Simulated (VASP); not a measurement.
Write the native input for VASP 6.6.1 that does the following.

```
Task                   : single point
Functional             : PBE
Potentials or basis    : VASP PAW PBE potentials, release 64 (Y_sv)
Cutoff                 : 520 eV
k mesh                 : 12 × 12 × 12
Occupations            : fermi-dirac, width 0.05 eV
Spin                   : collinear spin
Starting moments       : [1.0] μB
Dipole correction      : no
Further INCAR settings : ALGO = Normal; EDIFF = 1e-06; NBANDS = 16
```

The structure of Y lies in POSCAR:

```
Y
1.0
   -2.0208580385      2.0208580385      2.0208580385
    2.0208580385     -2.0208580385      2.0208580385
    2.0208580385      2.0208580385     -2.0208580385
Y
1
Direct
    0.0000000000      0.0000000000      0.0000000000
```

This isn't the form of Y at room conditions, which is hcp.

One way to write it, as run:

INCAR

```
SYSTEM = Y
PREC = Accurate
ENCUT = 520
EDIFF = 1E-6
ISMEAR = -1
SIGMA = 0.05
LREAL = .FALSE.
LASPH = .TRUE.
NELM = 150
ALGO = Normal
ISIF = 2
LWAVE = .FALSE.
LCHARG = .FALSE.
ISPIN = 2
MAGMOM = 1
LORBIT = 11
LMAXMIX = 4
GGA = PE
NBANDS = 16
```

KPOINTS

```
regular mesh
0
G
  12 12 12
  0 0 0
```

Potentials or basis: VASP PAW PBE potentials, release 64 (Y_sv).

Command:

```sh
$ cat potpaw_PBE.64/Y_sv/POTCAR > POTCAR
$ mpirun -np 1 vasp_std > vasp.out
```

It gave:

```json
{
 "Pressure": "-0.1 GPa",
 "Net moment": "0.00 μB per cell",
 "Valence electrons inside the program's atomic spheres": "Y 9.41"
}
```

Run time: 91 s on 1 thread of Intel(R) Xeon(R) Platinum 8259CL CPU @ 2.50GHz (Skylake/Cascade Lake), with other jobs on the host, peak memory 0.22 GiB.
